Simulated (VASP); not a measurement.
Here is a VASP 6.6.1 calculation.

File INCAR:

```
SYSTEM = WC
PREC = Accurate ; ENCUT = 520
EDIFF = 1E-6 ; ISMEAR = 0
SIGMA = 0.15 ; LREAL = .False.
LASPH = .True. ; NELM = 60
ALGO = Fast ; ISIF = 2
LWAVE = .False. ; LCHARG = .False.
GGA = PE ; NBANDS = 16
```

The input KPOINTS:

```
Automatic mesh
0
Gamma
  18 18 16
  0 0 0
```

The input POSCAR:

```
WC
1.0
    2.9005014360      0.0000000000      0.0000000000
   -1.4502507180      2.5119079273      0.0000000000
    0.0000000000      0.0000000000      2.8290000000
W C
1 1
Direct
    0.0865212091      0.0633379210      0.0000000000
    0.6666666667      0.3333333333      0.5000000000
```

Potentials or basis: VASP PAW PBE potentials, release 64 (W_sv, C).

Run with:

```console
$ cat potpaw_PBE.64/W_sv/POTCAR potpaw_PBE.64/C/POTCAR > POTCAR
$ mpirun -np 1 vasp_std > vasp.out
```

(1) Predict the largest force.

(2) Predict the pressure.

Results:

(1) 3.913 eV/Å.

(2) 18.3 GPa.

Caveat: the cell differs from its parent crystal (atom 1 (W) moved by (+0.225, +0.000) A along [1 1 0] and z); the stress differs along the axes, from 8 to 25 GPa; forces of over 1 eV/Å act on the atoms, so gaps and moduli don't describe the material at rest.
